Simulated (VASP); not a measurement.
C, 12 atoms in the cell. It takes space group P6_3/mmc (No. 194, hexagonal). The conventional cell has a = 2.521 Å, b = 2.521 Å, c = 12.429 Å, α = 90.00°, β = 90.00°, γ = 120.00°. Within 2.1 Å of C (site symmetry 3m) lie 4 C at 1.55 to 1.57 Å. Within 2.1 Å of C (site symmetry 3m) lie 4 C at 1.54 to 1.55 Å. Within 2.1 Å of C (site symmetry 3m) lie 4 C at 1.55 Å. 

| Property | Result |
| --- | --- |
| Program | VASP 6.6.1 |
| Task | single point |
| Functional | PBE |
| Potentials or basis | VASP PAW PBE potentials, release 64 (C) |
| Cutoff | 520 eV |
| k mesh | 12 × 12 × 2 |
| Occupations | gaussian, width 0.05 eV |
| Spin | no spin polarisation |
| Dipole correction | no |
| Further INCAR settings | ALGO = Normal; EDIFF = 1e-06; NBANDS = 36 |

Potentials or basis: VASP PAW PBE potentials, release 64 (C).

Run with:

```sh
$ cat potpaw_PBE.64/C/POTCAR > POTCAR
$ mpirun -np 1 vasp_std > vasp.out
```

Hardware: 1 thread of Intel(R) Xeon(R) 6975P-C (Granite Rapids), on a shared host.

**Question.** Estimate the wall time of this run.

**Answer.** Wall time 42 s on 1 thread of Intel(R) Xeon(R) 6975P-C (Granite Rapids), on a shared host, peak memory 0.2 GiB. Counts: scf iterations 13, k points 38.
